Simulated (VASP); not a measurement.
Input of a VASP 6.6.1 run:

The input INCAR:

```
SYSTEM = AlN
ALGO = Normal ; EDIFF = 1E-6
ENCUT = 520 ; ISIF = 2
ISMEAR = 0 ; LASPH = .True.
LCHARG = .True. ; LELF = .True.
LREAL = .False. ; LVHAR = .True.
LWAVE = .False. ; NBANDS = 16
NELM = 100 ; PREC = Accurate
SIGMA = 0.02
```

The input KPOINTS:

```
k-points
0
Gamma
  9 9 6
  0 0 0
```

POSCAR

```
AlN
1.0
    3.1138306911      0.0000000029      0.0000000000
   -1.5569153481      2.6966564802      0.0000000000
    0.0000000000      0.0000000000      4.9835578881
Al N
2 2
Direct
    0.3333333333      0.6666666667     -0.0034967538
    0.6666666667      0.3333333333      0.4965032462
    0.3333333333      0.6666666667      0.3784967538
    0.6666666667      0.3333333333      0.8784967538
```

Potentials or basis: VASP PAW LDA potentials, release 64 (Al, N).

Launch:

```bash
$ cat potpaw_LDA.64/Al/POTCAR potpaw_LDA.64/N/POTCAR > POTCAR
$ mpirun -np 1 vasp_std > vasp.out
```

(1) Estimate the pressure.

(2) Predict the largest force.

(3) Estimate the band gap on the k mesh.

Results:

(1) -4.4 GPa.

(2) 0.011 eV/Å.

(3) 4.21 eV, direct.
